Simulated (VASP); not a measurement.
# MgO (P2_1) in VASP: a series of runs

MgO is run at these levels: PBE; tasks: single point.

Program: VASP 6.6.1. These are calculated values, not measurements. Logs are shortened: lines on timing, memory, paths and dates and some standing lists are left out, and cuts for length are marked.

## 1. The cell of the first run

It takes space group P2_1 (No. 4, monoclinic). The conventional cell has a = 3.315 Å, b = 5.122 Å, c = 3.315 Å, α = 90.00°, β = 120.00°, γ = 90.00°. Mg (site symmetry 1) has 4 O at 1.98 to 2.02 Å within 2.6 Å. O (site symmetry 1) has 4 Mg at 1.98 to 2.02 Å within 2.6 Å.

## 2. Single point, PBE (mode 4 frozen in at -0.112 Å and mode 5 at -0.037 Å (largest displacements))

INCAR reads:

```
ALGO     = Normal         # electronic algorithm
EDIFF    = 1E-7           # SCF threshold, eV
ENCUT    = 520            # plane-wave cutoff, eV
GGA      = PE             # functional
ISIF     = 2              # what is computed and relaxed
ISMEAR   = 0              # smearing method
LASPH    = T              # aspherical terms in the spheres
LCHARG   = F              # write CHGCAR
LREAL    = F              # projectors in reciprocal space
LWAVE    = F              # write WAVECAR
NBANDS   = 16             # bands
NELM     = 80             # most SCF steps
PREC     = Accurate       # precision mode
SIGMA    = 0.05           # smearing width, eV
```

KPOINTS reads:

```
k-points
0
Gamma
  9 9 6
```

POSCAR reads:

```
MgO
1.0
    3.3152854007      0.0000000000      0.0000000000
   -1.6576427004      2.8711213778      0.0000000000
    0.0000000000      0.0000000000      5.1215474231
Mg O
2 2
Direct
    0.2930547000      0.6536752271      0.0063188067
    0.7069453000      0.3463247729      0.5063188067
    0.3705486749      0.6786700745      0.3982811933
    0.6294513251      0.3213299255      0.8982811933
```

Potentials or basis: VASP PAW PBE potentials, release 64 (Mg, O).

The run is started by

```bash
$ cat potpaw_PBE.64/Mg/POTCAR potpaw_PBE.64/O/POTCAR > POTCAR
$ mpirun -np 1 vasp_std > vasp.out
```

OUTCAR:

```text
EDIFF = 1E-7
   ENCUT = 520
   GGA = PE
   ISIF = 2
   ISMEAR = 0
   LASPH = T
   LREAL = F
   NELM = 80
   PREC = Accurate

 ion  position               nearest neighbor table
   1  0.293  0.654  0.006-   4 1.98   4 2.00   4 2.00   3 2.02   2 3.06   2 3.06   2 3.25   2 3.25
                             2 3.30   2 3.30
   2  0.707  0.346  0.506-   3 1.98   3 2.00   3 2.00   4 2.02   1 3.06   1 3.06   1 3.25   1 3.25
                             1 3.30   1 3.30
   3  0.371  0.679  0.398-   2 1.98   2 2.00   2 2.00   1 2.02
   4  0.629  0.321  0.898-   1 1.98   1 2.00   1 2.00   2 2.02

  LATTYP: Found a hexagonal cell.
 ALAT       =     3.3152854007
 C/A-ratio  =     1.5448285152

  Lattice vectors:

 A1 = (   3.3152854007,   0.0000000000,   0.0000000000)
 A2 = (  -1.6576427004,   2.8711213778,   0.0000000000)
 A3 = (   0.0000000000,   0.0000000000,   5.1215474231)

Analysis of symmetry for initial positions (statically):
=====================================================================
 Subroutine PRICEL returns:
 Original cell was already a primitive cell.

 Routine SETGRP: Setting up the symmetry group for a
 hexagonal supercell.

 Subroutine GETGRP returns: Found  2 space group operations
 (whereof  1 operations were pure point group operations)
 out of a pool of 24 trial point group operations.

The static configuration has the point symmetry C_1 .
 The point group associated with its full space group is C_2 .

Analysis of symmetry for dynamics (positions and initial velocities):
=====================================================================
 Subroutine PRICEL returns:
 Original cell was already a primitive cell.

 Routine SETGRP: Setting up the symmetry group for a
 hexagonal supercell.

 Subroutine GETGRP returns: Found  2 space group operations
 (whereof  1 operations were pure point group operations)
 out of a pool of 24 trial point group operations.

The dynamic configuration has the point symmetry C_1 .
 The point group associated with its full space group is C_2 .

 Subroutine INISYM returns: Found  2 space group operations
 (whereof  1 operations are pure point group operations),
 and found     1 'primitive' translations

----------------------------------------------------------------------------------------

                                     Primitive cell

  volume of cell :      48.7499

  direct lattice vectors                    reciprocal lattice vectors
     3.315285401  0.000000000  0.000000000     0.301633156  0.174147984  0.000000000
    -1.657642700  2.871121378  0.000000000     0.000000000  0.348295968  0.000000000
     0.000000000  0.000000000  5.121547423     0.000000000  0.000000000  0.195253488

  length of vectors
     3.315285401  3.315285401  5.121547423     0.348295968  0.348295968  0.195253488

  position of ions in fractional coordinates (direct lattice)
     0.293054700  0.653675227  0.006318807
     0.706945300  0.346324773  0.506318807
     0.370548675  0.678670074  0.398281193
     0.629451325  0.321329926  0.898281193

  ion indices of the primitive-cell ions
   primitive index   ion index
                 1           1
                 2           2
                 3           3
                 4           4

----------------------------------------------------------------------------------------

 KPOINTS: k-points

Automatic generation of k-mesh.
 Grid dimensions read from file:
 generate k-points for:    9    9    6

 Generating k-lattice:

  Cartesian coordinates                     Fractional coordinates (reciprocal lattice)
     0.033514795  0.019349776  0.000000000     0.111111111 -0.000000000  0.000000000
     0.000000000  0.038699552  0.000000000     0.000000000  0.111111111  0.000000000
     0.000000000  0.000000000  0.032542248     0.000000000  0.000000000  0.166666667

  Length of vectors
     0.038699552  0.038699552  0.032542248

  Shift w.r.t. Gamma in fractional coordinates (k-lattice)
     0.000000000  0.000000000  0.000000000

 Subroutine IBZKPT returns following result:
 ===========================================

 Found    164 irreducible k-points:

 Following reciprocal coordinates:
            Coordinates               Weight
  0.000000  0.000000  0.000000      1.000000
  0.111111  0.000000  0.000000      2.000000
  0.000000  0.111111  0.000000      2.000000
 -0.111111  0.111111  0.000000      2.000000
  0.222222 -0.000000  0.000000      2.000000
  0.000000  0.222222  0.000000      2.000000
[... 16 lines left out ...]
  0.333333  0.111111  0.000000      2.000000
 -0.111111  0.444444  0.000000      2.000000
 [... further k-points ...]
   k-points           NKPTS =    164   k-points in BZ     NKDIM =    164   number of bands    NBANDS=     16
   number of dos      NEDOS =    301   number of ions     NIONS =      4
   total plane-waves  NPLWV =  31360
   dimension x,y,z NGX =    28 NGY =   28 NGZ =   40
   dimension x,y,z NGXF=    56 NGYF=   56 NGZF=   80
   ions per type =               2   2
   NGX,Y,Z   is equivalent  to a cutoff of  14.04, 14.04, 12.98 a.u.
   NGXF,Y,Z  is equivalent  to a cutoff of  28.08, 28.08, 25.97 a.u.
 SYSTEM =  unknown system
   PREC   = accura    normal or accurate (medium, high low for compatibility)
   ISTART =      0    job   : 0-new  1-cont  2-samecut
   ICHARG =      2    charge: 1-file 2-atom 10-const
   ISPIN  =      1    spin polarized calculation?
   LNONCOLLINEAR =      F non collinear calculations
   LSORBIT =      F    spin-orbit coupling
   LASPH  =      T    aspherical Exc in radial PAW
   ENCUT  =  520.0 eV  38.22 Ry    6.18 a.u.   6.16  6.16  9.52*2*pi/ulx,y,z
   NELM   =     80;   NELMIN=  2; NELMDL= -5     # of ELM steps
   EDIFF  = 0.1E-06   stopping-criterion for ELM
   LREAL  =      F    real-space projection
   EDIFFG = 0.1E-05   stopping-criterion for IOM
   NSW    =      0    number of steps for IOM
   IBRION =     -1    ionic relax: 0-MD 1-quasi-New 2-CG
   NFREE  =      0    steps in history (QN), initial steepest desc. (CG)
   ISIF   =      2    stress and relaxation
   ISYM   =      2    0-nonsym 1-usesym 2-fastsym
   POTIM  = 0.5000    time-step for ionic-motion
   TEBEG  =    0.0;   TEEND  =   0.0 temperature during run
   PSTRESS=    0.0 pullay stress
   NELECT =      16.0000    total number of electrons
   NUPDOWN=      -1.0000    fix difference up-down
   EMIN   =  10.00;   EMAX   =-10.00  energy-range for DOS
   EFERMI =   0.00;   METHOD = LEGACY
   ISMEAR =     0;   SIGMA  =   0.05  broadening in eV -4-tet -1-fermi 0-gaus
   EFERMI_NEDOS =   21; number of points for ismear=-14 and -15
   IALGO  =     38    algorithm
   IMIX   =      4    mixing-type and parameters
     AMIX     =   0.40;   BMIX     =  1.00
     AMIX_MAG =   1.60;   BMIX_MAG =  1.00
  volume/ion in A,a.u.               =      12.19        82.25
  Fermi-wavevector in a.u.,A,eV,Ry     =   1.129250  2.133974 17.350238  1.275207
  Thomas-Fermi vector in A             =   2.265943
   LORBIT       =      0    0 simple, 1 ext, 2 COOP (PROOUT), +10 PAW based schemes
   GGA     = PE    functional components
   LHFCALC =     F    Hartree Fock is set to
   AEXX    =    0.0000 exact exchange contribution
   IVDW    =     0    specifies the selected vdW correction
   LEPSILON=     F    determine dielectric tensor
   LRPA    =     F    only Hartree local field effects (RPA)
 non-spin polarized calculation
 Gauss-broadening in eV      SIGMA  =   0.05
  energy-cutoff  :      520.00
  volume of cell :       48.75
 maximum number of plane-waves:      1339
 NGX is ok and might be reduce to    28
   NGX = 13   NGY = 13   NGZ = 19

 number of electron      16.0000005 magnetization

 Free energy of the ion-electron system (eV)
  ---------------------------------------------------
  ext. energy  EPLUGINS =         0.00000000
  ---------------------------------------------------
  free energy    TOTEN  =       -23.46597119 eV

  energy without entropy =      -23.46597119  energy(sigma->0) =      -23.46597119

 E-fermi :   1.1469     XC(G=0):  -9.6100

 val. band max:        0.9452754652   @ k =   0.0000   0.0000   0.0000
 cond. band min:       4.2455741969   @ k =   0.0000   0.0000   0.0000
 fundamental gap:      3.3002987317
 Fermi energy:         1.1468743901

 k-point     1 :       0.0000    0.0000    0.0000
  band No.  band energies     occupation
      1     -15.1753      2.00000
      2     -14.4496      2.00000
      3      -2.2338      2.00000
      4       0.2531      2.00000
      5       0.3336      2.00000
      6       0.4781      2.00000
[... 8 lines left out ...]
     15      17.0235      0.00000
     16      17.8051      0.00000

 k-point     2 :       0.1111    0.0000    0.0000
  band No.  band energies     occupation
      1     -15.1180      2.00000
      2     -14.4256      2.00000
      3      -2.1184      2.00000
      4      -0.0720      2.00000
      5       0.1883      2.00000
      6       0.2026      2.00000
[... 8 lines left out ...]
     15      17.1860      0.00000
     16      17.3143      0.00000

 k-point     3 :       0.0000    0.1111    0.0000
  band No.  band energies     occupation
      1     -15.1162      2.00000
      2     -14.4284      2.00000
      3      -2.1130      2.00000
      4      -0.0175      2.00000
      5       0.1981      2.00000
      6       0.2393      2.00000
[... 8 lines left out ...]
     15      16.8083      0.00000
     16      17.4447      0.00000

 k-point     4 :      -0.1111    0.1111    0.0000
  band No.  band energies     occupation
      1     -15.1157      2.00000
      2     -14.4290      2.00000
      3      -2.1119      2.00000
      4      -0.0141      2.00000
      5       0.2018      2.00000
      6       0.2544      2.00000
[... 8 lines left out ...]
     15      16.7867      0.00000
     16      17.3733      0.00000
[... 324 lines left out ...]
 k-point    22 :       0.3333   -0.1111    0.0000
  band No.  band energies     occupation
      1     -14.8362      2.00000
      2     -14.3343      2.00000
      3      -1.5036      2.00000
      4      -1.3530      2.00000
      5      -0.6770      2.00000
      6      -0.0493      2.00000
[... 8 lines left out ...]
     15      15.3780      0.00000
     16      16.3819      0.00000

 k-point    23 :       0.3333    0.1111    0.0000
  band No.  band energies     occupation
      1     -14.6662      2.00000
      2     -14.2965      2.00000
      3      -1.9259      2.00000
      4      -1.0944      2.00000
      5      -0.9246      2.00000
      6      -0.2887      2.00000
[... 8 lines left out ...]
     15      15.1333      0.00000
     16      16.5337      0.00000

 k-point    24 :      -0.1111    0.4444    0.0000
  band No.  band energies     occupation
      1     -14.6245      2.00000
      2     -14.3471      2.00000
      3      -1.7112      2.00000
      4      -1.0797      2.00000
      5      -0.8907      2.00000
      6      -0.3152      2.00000
[... 8 lines left out ...]
     15      14.9272      0.00000
     16      16.5326      0.00000

 [... further k-points ...]

------------------------ aborting loop because EDIFF is reached ----------------------------------------

  FORCE on cell =-STRESS in cart. coord.  units (eV):
  Direction    XX          YY          ZZ          XY          YZ          ZX
  --------------------------------------------------------------------------------------
  -------------------------------------------------------------------------------------
  Total       -0.3620141     -0.1792762     -0.0826658     -0.0662867      0.0000000      0.0000000
  in kB      -11.8976828     -5.8919577     -2.7168313     -2.1785296      0.0000000      0.0000000
  external PRESSURE =      -6.8354906 kB  Pullay stress =       0.0000000 kB

 VOLUME and BASIS-vectors are now :
 -----------------------------------------------------------------------------
  energy-cutoff  :      520.00
  volume of cell :       48.75
      direct lattice vectors                 reciprocal lattice vectors
     3.315285401  0.000000000  0.000000000     0.301633156  0.174147984  0.000000000
    -1.657642700  2.871121378  0.000000000     0.000000000  0.348295968  0.000000000
     0.000000000  0.000000000  5.121547423     0.000000000  0.000000000  0.195253488

 POSITION                                       TOTAL-FORCE (eV/Angst)
 -----------------------------------------------------------------------------------
     -0.11200      1.87678      0.03236         0.371513      0.149028      0.071077
      1.76964      0.99434      2.59314        -0.371513     -0.149028      0.071077
      0.10348      1.94854      2.03982        -0.198080     -0.051518     -0.071077
      1.55416      0.92258      4.60059         0.198080      0.051518     -0.071077
 -----------------------------------------------------------------------------------
    total drift:                               -0.000000     -0.000000     -0.001411

  FREE ENERGIE OF THE ION-ELECTRON SYSTEM (eV)
  ---------------------------------------------------
  free  energy   TOTEN  =       -23.4659711867 eV

  energy  without entropy=      -23.4659711867  energy(sigma->0) =      -23.46597119
```

Wall time 57 s (1 thread of Intel Xeon 6975P-C (Granite Rapids), shared host); peak memory 0.26 GiB.

What came out:

```yaml
Free_energy: -23.4660 eV
Pressure: -0.7 GPa
Largest_force: 0.407 eV/Å
Band_gap_on_the_k_mesh: 3.30 eV, direct
```

Forces on the atoms (eV/Å):
```
Mg   0.372  0.149  0.071
Mg  -0.372 -0.149  0.071
O   -0.198 -0.052 -0.071
O    0.198  0.052 -0.071
```

Stress tensor (GPa, compression positive):
```
-1.19 -0.22  0.00
-0.22 -0.59  0.00
 0.00  0.00 -0.27
```

Caveat: the cell differs from its parent crystal (mode 4 frozen in at -0.112 Å and mode 5 at -0.037 Å (largest displacements)). A k mesh can miss the band edges.

## 3. Single point, PBE (mode 4 frozen in at -0.112 Å and mode 5 at +0.112 Å (largest displacements))

INCAR reads:

```
ALGO = Normal ; EDIFF = 1E-6
ENCUT = 520 ; GGA = PE
ISIF = 2 ; ISMEAR = 0
LASPH = T ; LCHARG = F
LREAL = F ; LWAVE = F
NBANDS = 16 ; NELM = 80
PREC = Accurate ; SIGMA = 0.05
```

KPOINTS is that of step 2.

POSCAR reads:

```
MgO
1.0
    3.3152854007      0.0000000000      0.0000000000
   -1.6576427004      2.8711213778      0.0000000000
    0.0000000000      0.0000000000      5.1215474231
Mg O
2 2
Direct
    0.3190549940      0.7056758151      0.0063188067
    0.6809450060      0.2943241849      0.5063188067
    0.3465257689      0.6306242625      0.3982811933
    0.6534742311      0.3693757375      0.8982811933
```

Potentials or basis: VASP PAW PBE potentials, release 64 (Mg, O).

The run is started by

```bash
$ cat potpaw_PBE.64/Mg/POTCAR potpaw_PBE.64/O/POTCAR > POTCAR
$ mpirun -np 1 vasp_std > vasp.out
```

Run time: 57 s. Hardware: 1 thread of Intel Xeon 6975P-C (Granite Rapids), shared host; peak memory 0.26 GiB.

The run converged. Its results:

| Item | Value |
| --- | --- |
| Free energy | -23.4158 eV |
| Pressure | -0.9 GPa |
| Largest force | 0.456 eV/Å |
| Band gap on the k mesh | 3.23 eV, direct |

Forces in eV/Å, atoms in the order of the input:
```
Mg   0.271 -0.346  0.121
Mg  -0.271  0.346  0.121
O   -0.256  0.212 -0.121
O    0.256 -0.212 -0.121
```

Stress tensor (GPa, compression positive):
```
-1.17  0.67  0.00
 0.67 -1.20  0.00
 0.00  0.00 -0.21
```

Levels at points of the mesh, in eV from the valence-band top:
```csv
k point,band 4,band 5,band 6,band 7,band 8,band 9,band 10,band 11,band 12,band 13
"(0.00, 0.00, 0.00)",-0.76,-0.62,-0.53,-0.29,0.00,3.23,8.16,9.84,13.72,14.48
"(0.00, 0.00, 0.50)",-1.99,-0.57,-0.57,-0.52,-0.52,5.67,5.67,12.69,12.69,14.39
```

Caveat: the cell differs from its parent crystal (mode 4 frozen in at -0.112 Å and mode 5 at +0.112 Å (largest displacements)). A k mesh can miss the band edges.

## 4. Single point, PBE (mode 4 frozen in at -0.037 Å and mode 5 at +0.112 Å (largest displacements))

INCAR reads:

```
ALGO     = Normal         # electronic algorithm
EDIFF    = 1E-6           # SCF threshold, eV
ENCUT    = 520            # plane-wave cutoff, eV
GGA      = PE             # functional
ISIF     = 2              # what is computed and relaxed
ISMEAR   = 0              # smearing method
LASPH    = True           # aspherical terms in the spheres
LCHARG   = True           # write CHGCAR
LELF     = True           # ELF
LREAL    = False          # projectors in reciprocal space
LVHAR    = True         
LWAVE    = False          # write WAVECAR
NBANDS   = 16             # bands
NELM     = 80             # most SCF steps
PREC     = Accurate       # precision mode
SIGMA    = 0.05           # smearing width, eV
```

KPOINTS is that of step 3.

POSCAR reads:

```
MgO
1.0
    3.3152854007      0.0000000000      0.0000000000
   -1.6576427004      2.8711213778      0.0000000000
    0.0000000000      0.0000000000      5.1215474231
Mg O
2 2
Direct
    0.3415869908      0.7056758151      0.0063188067
    0.6584130092      0.2943241849      0.5063188067
    0.3257073874      0.6306242625      0.3982811933
    0.6742926126      0.3693757375      0.8982811933
```

The run is started by

```bash
$ cat potpaw_PBE.64/Mg/POTCAR potpaw_PBE.64/O/POTCAR > POTCAR
$ mpirun -np 1 vasp_std > vasp.out
```

Wall time 58 s (1 thread of Intel Xeon 6975P-C (Granite Rapids), shared host); peak memory 0.26 GiB.

It converged, with:

| Item | Value |
| --- | --- |
| Free energy | -23.4664 eV |
| Pressure | -0.7 GPa |
| Largest force | 0.397 eV/Å |
| Band gap on the k mesh | 3.30 eV, direct |

Forces on the atoms (eV/Å):
```
Mg   0.090 -0.380  0.071
Mg  -0.090  0.380  0.071
O   -0.085  0.193 -0.071
O    0.085 -0.193 -0.071
```

Stress tensor (GPa, compression positive):
```
-0.59  0.23  0.00
 0.23 -1.18  0.00
 0.00  0.00 -0.28
```

Levels at points of the mesh, in eV from the valence-band top:
```csv
k point,band 4,band 5,band 6,band 7,band 8,band 9,band 10,band 11,band 12,band 13
"(0.00, 0.00, 0.00)",-0.69,-0.61,-0.47,-0.26,0.00,3.30,8.24,9.92,13.78,14.46
"(0.00, 0.00, 0.50)",-1.96,-0.53,-0.53,-0.48,-0.48,5.74,5.74,12.76,12.76,14.53
```

Caveat: the cell differs from its parent crystal (mode 4 frozen in at -0.037 Å and mode 5 at +0.112 Å (largest displacements)). A k mesh can miss the band edges.
